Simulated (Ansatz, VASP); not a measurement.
NaTi12 in VASP and in Ansatz

```
Ti Na
1.0
     5.90000    0.00000    0.00000
    -4.42500    7.66432    0.00000
     0.00000    0.00000    4.68460
Ti Na
12 1
Direct
  0.00696 0.99725 0.91444
  0.15227 0.22046 0.44180
  0.02486 0.33601 0.95059
  0.11927 0.50430 0.44598
  0.94700 0.63901 0.08546
  0.14632 0.91542 0.41384
  0.54916 0.05120 0.05896
  0.64456 0.21944 0.55388
  0.51998 0.33645 0.06295
  0.65719 0.55592 0.58681
  0.51955 0.63974 0.08788
  0.72219 0.91800 0.41706
  0.33471 0.77867 0.74986
```

Alike in both runs: functional LDA; k mesh 2 × 2 × 2; occupations fermi-dirac, width 0.15 eV; no spin polarisation.

Ansatz relaxed the structure, and its values are those at the end. VASP's run is a single point on that final structure, the one shown.

```csv
,VASP,Ansatz
version,VASP 6.6.1,Ansatz 0.2.0
potentials or method,"VASP PAW LDA potentials, release 64 (Ti_sv, Na_pv), cutoff 520 eV","scalar-relativistic, plane waves, PAW"
valence electrons in the cell,151,153
```

Ansatz gave:

* rms of the force components (eV/Å): 0.038

Problem. Estimate VASP's values.

Solution. rms of the force components (eV/Å): 0.037.

LDA's correlation is that of Perdew and Zunger in VASP and of Perdew and Wang (1992) in Ansatz. VASP's potentials hold 151 valence electrons a cell and Ansatz's 153, so a difference there can come from the potentials and not from the codes.

The k mesh is coarse, so the values compare programs but aren't converged.
